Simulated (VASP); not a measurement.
A run of VASP 6.6.1 is set up as follows.

Contents of INCAR:

```
PREC     = Accurate       # precision mode
ENCUT    = 520            # plane-wave cutoff, eV
EDIFF    = 1E-6           # SCF threshold, eV
ISMEAR   = -1             # smearing method
SIGMA    = 0.08           # smearing width, eV
LREAL    = False          # projectors in reciprocal space
LASPH    = True           # aspherical terms in the spheres
NELM     = 80             # most SCF steps
ALGO     = Normal         # electronic algorithm
ISIF     = 2              # what is computed and relaxed
LWAVE    = False          # write WAVECAR
LCHARG   = False          # write CHGCAR
GGA      = PE             # functional
NBANDS   = 14             # bands
```

Contents of KPOINTS:

```
Automatic mesh
0
Gamma
  13 13 13
```

The input POSCAR:

```
Bi
1.0
    2.5990401667      0.0000000000      0.0000000000
    0.0000000000      2.5990401667      0.0000000000
    0.0000000000      0.0000000000      2.5990401667
Bi
1
Direct
    0.0000000000      0.0000000000      0.0000000000
```

Potentials or basis: VASP PAW PBE potentials, release 64 (Bi_d).

Run with:

```bash
$ cat potpaw_PBE.64/Bi_d/POTCAR > POTCAR
$ mpirun -np 1 vasp_std > vasp.out
```

Problem. Predict the pressure.

Solution. 162.4 GPa.
